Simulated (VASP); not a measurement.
# TaF3 (Pm-3m) in VASP: notebook

Aim: see how the results for TaF3 move with the level of theory and the settings. Levels: r2SCAN, r2SCAN+U. Tasks: relaxation of cell and atoms.

Everything below comes from runs of VASP 6.6.1. Logs are shortened: lines on timing, memory, paths and dates and some standing lists are left out, and cuts for length are marked.

### 1 The cell of the first run

The structure is cubic, space group Pm-3m (No. 221). Conventional cell: a = 3.965 Å, b = 3.965 Å, c = 3.965 Å, α = 90.00°, β = 90.00°, γ = 90.00°. Within 2.6 Å of Ta (site symmetry m-3m) lie 6 F at 1.98 Å. Within 2.6 Å of F (site symmetry 4/mmm) lie 2 Ta at 1.98 Å.

### 2 Relaxation of cell and atoms, r2SCAN

Input file POSCAR:

```
TaF3
1.0
    3.9649940000      0.0000000000      0.0000000000
    0.0000000000      3.9649940000      0.0000000000
    0.0000000000      0.0000000000      3.9649940000
Ta F
1 3
Direct
    0.0000000000      0.0000000000      0.0000000000
    0.5000000000      0.0000000000      0.0000000000
    0.0000000000      0.5000000000      0.0000000000
    0.0000000000      0.0000000000      0.5000000000
```

Input file INCAR.step1:

```
ALGO = Normal
EDIFF = 1E-4
ENCUT = 600
GGA = PE
ISMEAR = 1
LASPH = True
LCHARG = False
LREAL = False
LWAVE = True
NELM = 100
PREC = Accurate
SIGMA = 0.025
```

Input file INCAR.step2:

```
ALGO = Normal
EDIFF = 1E-7
EDIFFG = -0.01
ENCUT = 600
IBRION = 2
ISIF = 3
ISMEAR = 1
ISTART = 1
LASPH = True
LCHARG = False
LMIXTAU = True
LREAL = False
LWAVE = False
METAGGA = R2SCAN
NELM = 100
NSW = 60
PREC = Accurate
SIGMA = 0.025
```

Input file KPOINTS:

```
k-points
0
Gamma
  5 5 5
```

Potentials or basis: VASP PAW PBE potentials, release 64 (Ta_pv, F).

Launch:

```console
cat potpaw_PBE.64/Ta_pv/POTCAR potpaw_PBE.64/F/POTCAR > POTCAR
cp INCAR.step1 INCAR
mpirun -np 1 vasp_std > vasp.out
cp INCAR.step2 INCAR
mpirun -np 1 vasp_std > vasp.out
```

OUTCAR:

```text
EDIFF = 1E-7
   EDIFFG = -0.01
   ENCUT = 600
   IBRION = 2
   ISIF = 3
   ISMEAR = 1
   ISTART = 1
   LASPH = True
   LREAL = False
   METAGGA = R2SCAN
   NELM = 100
   NSW = 60
   PREC = Accurate

 ion  position               nearest neighbor table
   1  0.000  0.000  0.000-   2 1.98   3 1.98   4 1.98   4 1.98   3 1.98   2 1.98
   2  0.500  0.000  0.000-   1 1.98   1 1.98
   3  0.000  0.500  0.000-   1 1.98   1 1.98
   4  0.000  0.000  0.500-   1 1.98   1 1.98

  LATTYP: Found a simple cubic cell.
 ALAT       =     3.9649940000

  Lattice vectors:

 A1 = (   3.9649940000,   0.0000000000,   0.0000000000)
 A2 = (   0.0000000000,   3.9649940000,   0.0000000000)
 A3 = (   0.0000000000,   0.0000000000,   3.9649940000)

Analysis of symmetry for initial positions (statically):
=====================================================================
 Subroutine PRICEL returns:
 Original cell was already a primitive cell.

 Routine SETGRP: Setting up the symmetry group for a
 simple cubic supercell.

 Subroutine GETGRP returns: Found 48 space group operations
 (whereof 48 operations were pure point group operations)
 out of a pool of 48 trial point group operations.

The static configuration has the point symmetry O_h .

Analysis of symmetry for dynamics (positions and initial velocities):
=====================================================================
 Subroutine PRICEL returns:
 Original cell was already a primitive cell.

 Routine SETGRP: Setting up the symmetry group for a
 simple cubic supercell.

 Subroutine GETGRP returns: Found 48 space group operations
 (whereof 48 operations were pure point group operations)
 out of a pool of 48 trial point group operations.

The dynamic configuration has the point symmetry O_h .

 Subroutine INISYM returns: Found 48 space group operations
 (whereof 48 operations are pure point group operations),
 and found     1 'primitive' translations

----------------------------------------------------------------------------------------

                                     Primitive cell

  volume of cell :      62.3344

  direct lattice vectors                    reciprocal lattice vectors
     3.964994000  0.000000000  0.000000000     0.252207191  0.000000000  0.000000000
     0.000000000  3.964994000  0.000000000     0.000000000  0.252207191  0.000000000
     0.000000000  0.000000000  3.964994000     0.000000000  0.000000000  0.252207191

  length of vectors
     3.964994000  3.964994000  3.964994000     0.252207191  0.252207191  0.252207191

  position of ions in fractional coordinates (direct lattice)
     0.000000000  0.000000000  0.000000000
     0.500000000  0.000000000  0.000000000
     0.000000000  0.500000000  0.000000000
     0.000000000  0.000000000  0.500000000

  ion indices of the primitive-cell ions
   primitive index   ion index
                 1           1
                 2           2
                 3           3
                 4           4

----------------------------------------------------------------------------------------

 KPOINTS: k-points

Automatic generation of k-mesh.
 Grid dimensions read from file:
 generate k-points for:    5    5    5

 Generating k-lattice:

  Cartesian coordinates                     Fractional coordinates (reciprocal lattice)
     0.050441438  0.000000000  0.000000000     0.200000000  0.000000000  0.000000000
     0.000000000  0.050441438  0.000000000     0.000000000  0.200000000  0.000000000
     0.000000000  0.000000000  0.050441438     0.000000000  0.000000000  0.200000000

  Length of vectors
     0.050441438  0.050441438  0.050441438

  Shift w.r.t. Gamma in fractional coordinates (k-lattice)
     0.000000000  0.000000000  0.000000000

 Subroutine IBZKPT returns following result:
 ===========================================

 Found     10 irreducible k-points:

 Following reciprocal coordinates:
            Coordinates               Weight
  0.000000  0.000000  0.000000      1.000000
  0.200000  0.000000  0.000000      6.000000
  0.400000  0.000000  0.000000      6.000000
  0.200000  0.200000  0.000000     12.000000
  0.400000  0.200000  0.000000     24.000000
  0.400000  0.400000  0.000000     12.000000
  0.200000  0.200000  0.200000      8.000000
  0.400000  0.200000  0.200000     24.000000
  0.400000  0.400000  0.200000     24.000000
  0.400000  0.400000  0.400000      8.000000
   k-points           NKPTS =     10   k-points in BZ     NKDIM =     10   number of bands    NBANDS=     20
   number of dos      NEDOS =    301   number of ions     NIONS =      4
   total plane-waves  NPLWV =  32768
   dimension x,y,z NGX =    32 NGY =   32 NGZ =   32
   dimension x,y,z NGXF=    64 NGYF=   64 NGZF=   64
   ions per type =               1   3
   NGX,Y,Z   is equivalent  to a cutoff of  13.42, 13.42, 13.42 a.u.
   NGXF,Y,Z  is equivalent  to a cutoff of  26.83, 26.83, 26.83 a.u.
 SYSTEM =  unknown system
[... 6 lines left out ...]
   LASPH  =      T    aspherical Exc in radial PAW
   ENCUT  =  600.0 eV  44.10 Ry    6.64 a.u.   7.92  7.92  7.92*2*pi/ulx,y,z
   NELM   =    100;   NELMIN=  2; NELMDL=  0     # of ELM steps
   EDIFF  = 0.1E-06   stopping-criterion for ELM
   LREAL  =      F    real-space projection
   EDIFFG = -.1E-01   stopping-criterion for IOM
   NSW    =     60    number of steps for IOM
   IBRION =      2    ionic relax: 0-MD 1-quasi-New 2-CG
   NFREE  =      1    steps in history (QN), initial steepest desc. (CG)
   ISIF   =      3    stress and relaxation
   ISYM   =      2    0-nonsym 1-usesym 2-fastsym
   POTIM  = 0.5000    time-step for ionic-motion
   TEBEG  =    0.0;   TEEND  =   0.0 temperature during run
   PSTRESS=    0.0 pullay stress
   NELECT =      32.0000    total number of electrons
   NUPDOWN=      -1.0000    fix difference up-down
   EMIN   =  10.00;   EMAX   =-10.00  energy-range for DOS
   EFERMI =   0.00;   METHOD = LEGACY
   ISMEAR =     1;   SIGMA  =   0.03  broadening in eV -4-tet -1-fermi 0-gaus
   EFERMI_NEDOS =   21; number of points for ismear=-14 and -15
   IALGO  =     38    algorithm
   IMIX   =      4    mixing-type and parameters
     AMIX     =   0.40;   BMIX     =  1.00
     AMIX_MAG =   1.60;   BMIX_MAG =  1.00
  volume/ion in A,a.u.               =      15.58       105.16
  Fermi-wavevector in a.u.,A,eV,Ry     =   1.310838  2.477124 23.378833  1.718296
  Thomas-Fermi vector in A             =   2.441341
   LORBIT       =      0    0 simple, 1 ext, 2 COOP (PROOUT), +10 PAW based schemes
   METAGGA = R2SCAN    functional components
   LHFCALC =     F    Hartree Fock is set to
   AEXX    =    0.0000 exact exchange contribution
   IVDW    =     0    specifies the selected vdW correction
   LEPSILON=     F    determine dielectric tensor
   LRPA    =     F    only Hartree local field effects (RPA)
 conjugate gradient relaxation of ions
 non-spin polarized calculation
 Methfessel and Paxton  Order N= 1 SIGMA  =   0.03
  energy-cutoff  :      600.00
  volume of cell :       62.33
 maximum number of plane-waves:      2103
 NGX is ok and might be reduce to    32
   NGX = 15   NGY = 15   NGZ = 15

--------------------------------------- Ionic step        1  -------------------------------------------

 number of electron      31.9999993 magnetization

 Free energy of the ion-electron system (eV)
  ---------------------------------------------------
  ext. energy  EPLUGINS =         0.00000000
  ---------------------------------------------------
  free energy    TOTEN  =       -67.86887428 eV

  energy without entropy =      -67.86785201  energy(sigma->0) =      -67.86853352

------------------------ aborting loop because EDIFF is reached ----------------------------------------

  FORCE on cell =-STRESS in cart. coord.  units (eV):
  Direction    XX          YY          ZZ          XY          YZ          ZX
  --------------------------------------------------------------------------------------
  -------------------------------------------------------------------------------------
  Total        5.3185564      5.3185564      5.3185564      0.0000000      0.0000000     -0.0000000
  in kB      136.7025916    136.7025916    136.7025916      0.0000000      0.0000000     -0.0000000
  external PRESSURE =     136.7025916 kB  Pullay stress =       0.0000000 kB
[... 95 lines left out ...]
  FREE ENERGIE OF THE ION-ELECTRON SYSTEM (eV)
  ---------------------------------------------------
  free  energy   TOTEN  =       -68.1115264982 eV

  energy  without entropy=      -68.1104338483  energy(sigma->0) =      -68.11116228

[... ionic steps 4 to 12 ...]

--------------------------------------- Ionic step       13  -------------------------------------------

 number of electron      32.0000044 magnetization

------------------------ aborting loop because EDIFF is reached ----------------------------------------

  FORCE on cell =-STRESS in cart. coord.  units (eV):
  Direction    XX          YY          ZZ          XY          YZ          ZX
  --------------------------------------------------------------------------------------
  -------------------------------------------------------------------------------------
  Total        0.0478434      0.0478434      0.0478434     -0.0000000      0.0000000     -0.0000000
  in kB        1.1186359      1.1186359      1.1186359     -0.0000000      0.0000000     -0.0000000
  external PRESSURE =       1.1186359 kB  Pullay stress =       0.0000000 kB
[... 61 lines left out ...]
  energy  without entropy=      -68.1104350985  energy(sigma->0) =      -68.11116198

--------------------------------------- Ionic step       15  -------------------------------------------

 number of electron      32.0000044 magnetization

 Free energy of the ion-electron system (eV)
  ---------------------------------------------------
  ext. energy  EPLUGINS =         0.00000000
  ---------------------------------------------------
  free energy    TOTEN  =       -68.11152937 eV

  energy without entropy =      -68.11043893  energy(sigma->0) =      -68.11116589

 E-fermi :   3.3884     XC(G=0):  -8.8501

 val. band max:        3.3860097580   @ k =   0.4000   0.2000   0.2000
 cond. band min:       3.4606374732   @ k =   0.0000   0.0000   0.0000
 fundamental gap:      0.0746277152
 Fermi energy:         3.3883819060

 k-point     1 :       0.0000    0.0000    0.0000
  band No.  band energies     occupation
      1     -34.7824      2.00000
      2     -34.7824      2.00000
      3     -34.7824      2.00000
      4     -26.0527      2.00000
      5     -25.7830      2.00000
      6     -25.7830      2.00000
[... 12 lines left out ...]
     19       3.4606     -0.00034
[... 237 lines left out ...]
  FREE ENERGIE OF THE ION-ELECTRON SYSTEM (eV)
  ---------------------------------------------------
  free  energy   TOTEN  =       -68.1115293687 eV

  energy  without entropy=      -68.1104389310  energy(sigma->0) =      -68.11116589

 reached required accuracy - stopping structural energy minimisation
```

Wall time 3.8 min (1 thread of Intel Xeon Platinum 8488C (Sapphire Rapids), shared host); peak memory 0.2 GiB.

Results:

```
Free energy                            : -68.1115 eV
Relaxed volume                         : 17.13 Å³/atom
Relaxed cell                           : a = 4.092 Å, b = 4.092 Å, c = 4.092 Å, α = 90.00°, β = 90.00°, γ = 90.00°
Space group after relaxing (to 0.05 Å) : Pm-3m (No. 221)
Energy gained by relaxing              : 60.7 meV/atom
Ionic steps                            : 15
Pressure after relaxing                : 0.1 GPa
Band gap on the k mesh                 : zero (band 16 reaches 4.59 eV, above the bottom of band 17 at 2.54 eV)
```

Step by step:
```tsv
step	energy change (eV)	largest force (eV/Å)	pressure (GPa)	volume (Å³)
1	0.0000	0.0000	13.67	62.33
2	-0.0531	0.0000	-8.56	75.12
3	-0.2427	0.0000	-0.10	68.65
4	-0.2426	0.0000	0.12	68.52
5	-0.2426	0.0000	0.12	68.52
6	-0.2426	0.0000	0.12	68.52
7	-0.2426	0.0000	0.11	68.52
8	-0.2426	0.0000	0.11	68.52
9	-0.2426	0.0000	0.11	68.52
10	-0.2426	0.0000	0.12	68.52
11	-0.2426	0.0000	0.12	68.52
12	-0.2426	0.0000	0.12	68.52
13	-0.2426	0.0000	0.11	68.52
14	-0.2427	0.0000	0.11	68.53
15	-0.2427	0.0000	0.09	68.53
```

Final structure:
```yaml
crystal:
  lattice:
    - [4.09231, 0.00000, 0.00000]
    - [0.00000, 4.09231, 0.00000]
    - [0.00000, 0.00000, 4.09231]
  atoms:
    - { symbol: Ta, position: [0.00000, 0.00000, 0.00000] }
    - { symbol: F, position: [0.50000, 0.00000, 0.00000] }
    - { symbol: F, position: [0.00000, 0.50000, 0.00000] }
    - { symbol: F, position: [0.00000, 0.00000, 0.50000] }
```

Caveat: the PAW data sets were made with another functional, which shifts forces and pressure a little; spin-orbit coupling is left out, which moves the levels of the heavy elements. Zero-point motion and thermal expansion aren't in these numbers.

[end of part 1 of 2]
